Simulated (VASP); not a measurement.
Wanted: the native input for a VASP 6.6.1 run.

```yaml
Task: single point
Functional: PBE
Potentials_or_basis: VASP PAW PBE potentials, release 64 (Re)
Cutoff: 520 eV
k_mesh: 4 × 4 × 4
Occupations: gaussian, width 0.1 eV
Spin: no spin polarisation
Dipole_correction: no
Further_INCAR_settings: ALGO = Normal; EDIFF = 1e-06; NBANDS = 38
```

The structure of Re lies in POSCAR:

```
Re
1.0
   -3.1988913854      3.1988913854      3.1988913854
    3.1988913854     -3.1988913854      3.1988913854
    3.1988913854      3.1988913854     -3.1988913854
Re
8
Direct
    0.2060000000      0.2060000000      0.2060000000
    0.5000000000      0.0000000000      0.2940000000
    0.2940000000      0.5000000000      0.0000000000
    0.0000000000      0.2940000000      0.5000000000
    0.7940000000      0.7940000000      0.7940000000
    0.5000000000      0.0000000000      0.7060000000
    0.7060000000      0.5000000000      0.0000000000
    0.0000000000      0.7060000000      0.5000000000
```

The input as run:

INCAR

```
  ALGO = Normal
  EDIFF = 1E-6
  ENCUT = 520
  GGA = PE
  ISIF = 2
  ISMEAR = 0
  LASPH = T
  LCHARG = T
  LELF = T
  LREAL = F
  LVHAR = T
  LWAVE = F
  NBANDS = 38
  NELM = 60
  PREC = Accurate
  SIGMA = 0.1
```

KPOINTS

```
k-points
0
Gamma
  4 4 4
```

Potentials or basis: VASP PAW PBE potentials, release 64 (Re).

The run is started by

```sh
$ cat potpaw_PBE.64/Re/POTCAR > POTCAR
$ mpirun -np 1 vasp_std > vasp.out
```

Results of the run:

| Item | Value |
| --- | --- |
| Pressure | 59.4 GPa |
| Largest force | 1.277 eV/Å |
| Band gap on the k mesh | zero (band 28 reaches 7.75 eV, above the bottom of band 29 at 5.67 eV) |

Caveat: spin-orbit coupling is left out, which moves the levels of the heavy elements; forces of over 1 eV/Å act on the atoms, so gaps and moduli don't describe the material at rest.

It took 50 s on 1 thread of Intel(R) Xeon(R) Platinum 8375C CPU @ 2.90GHz (Ice Lake), with other jobs on the host, peak memory 0.25 GiB.
